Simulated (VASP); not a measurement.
Crystal: Ir.

```
Ir
1.0
     2.71486    0.00000    0.00000
    -1.35743    2.35114    0.00000
     0.00000    0.00000    4.43337
Ir
2
Cartesian
  0.0000 1.5674 1.1083
  1.3574 0.7837 3.3250
```

This isn't the form of Ir at room conditions, which is fcc.

```yaml
Program: VASP 6.6.1
Task: relaxation of cell and atoms
Functional: r2SCAN
Potentials_or_basis: VASP PAW PBE potentials, release 64 (Ir)
Cutoff: 600 eV
k_mesh: 13 × 13 × 7
Occupations: fermi-dirac, width 0.1 eV
Spin: no spin polarisation
```

At the start: pressure 6.1 GPa; volume 14.15 Å³/atom.

Question: Where does the relaxation end?

Answer: Over 6 steps the energy falls by 4.6 meV/atom and the volume is 14.37 Å³/atom (+1.6 %); space group P6_3/mmc (No. 194, to 0.1 Å) before and after.

The path:
| step | energy change (eV) | largest force (eV/Å) | pressure (GPa) | volume (Å³) |
| --- | --- | --- | --- | --- |
| 1 | 0.0000 | 0.0000 | 6.10 | 28.30 |
| 2 | 0.1080 | 0.0000 | -19.38 | 30.56 |
| 3 | -0.0087 | 0.0000 | -0.26 | 28.77 |
| 4 | -0.0087 | 0.0000 | -0.11 | 28.76 |
| 5 | -0.0091 | 0.0000 | 0.05 | 28.75 |
| 6 | -0.0091 | 0.0000 | 0.01 | 28.75 |

Final structure:
```
Ir
1.0
     2.73480    0.00000    0.00000
    -1.36740    2.36841    0.00000
     0.00000    0.00000    4.43836
Ir
2
Direct
  0.33333 0.66667 0.25000
  0.66667 0.33333 0.75000
```

Caveat: the PAW data sets were made with another functional, which shifts forces and pressure a little.
